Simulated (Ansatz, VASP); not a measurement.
**One calculation of Cu, two programs**

The input INCAR:

```
PREC = Accurate
ENCUT = 520
EDIFF = 1E-6
ISMEAR = 0
SIGMA = 0.15
LREAL = F
LASPH = T
NELM = 100
ALGO = Normal
ISIF = 2
LWAVE = F
LCHARG = F
GGA = CA
NBANDS = 12
```

Contents of KPOINTS:

```
Automatic mesh
0
Gamma
  22 22 22
```

Contents of POSCAR:

```
Cu
1.0
   -1.4273957576      1.4273957576      1.4081500000
    1.4273957576     -1.4273957576      1.4081500000
    1.4273957576      1.4273957576     -1.4081500000
Cu
1
Direct
    0.0000000000      0.0000000000      0.0000000000
```

Input for Ansatz:

```yaml
crystal:
  lattice:
    - [-1.4273957576, 1.4273957576, 1.40815]
    - [1.4273957576, -1.4273957576, 1.40815]
    - [1.4273957576, 1.4273957576, -1.40815]
  atoms:
    - { symbol: Cu, position: [0.0, 0.0, 0.0] }
basis:
  ecutwfc: 520.0
kpoints:
  mp_grid: { grid: [22, 22, 22] }
hamiltonian:
  xc: lda
  pseudopotentials: { kind: paw, azcp: { folder: soft_1 } }
scf:
  occupations: { method: gaussian, width: 0.15 }
output:
  forces: true
  stress: true
  eigenvalues: true
```

Alike in both runs: task single point; functional LDA; k mesh 22 × 22 × 22; occupations gaussian, width 0.15 eV; no spin polarisation.

|  | VASP | Ansatz |
| --- | --- | --- |
| version | VASP 6.6.1 | Ansatz 0.2.0 |
| potentials or method | VASP PAW LDA potentials, release 64 (Cu), cutoff 520 eV | scalar-relativistic, plane waves, PAW |
| valence electrons in the cell | 11 | 19 |

Ansatz gave:

```
gap on the k mesh at the Fermi level (eV)                     : none
pressure (GPa)                                                : -8.1
traceless stress, the component that is largest in VASP (GPa) : -0.16
```

What did VASP give for the same quantities?

gap on the k mesh at the Fermi level (eV): none; pressure (GPa): -7.3; traceless stress, the component that is largest in VASP (GPa): -0.18.

Ansatz warns that its potentials were made for another functional, while VASP's fit it. LDA's correlation is that of Perdew and Zunger in VASP and of Perdew and Wang (1992) in Ansatz. A gap of «none» marks a metal or a gap that the smearing closes. VASP's potentials hold 11 valence electrons a cell and Ansatz's 19, so a difference there can come from the potentials and not from the codes.
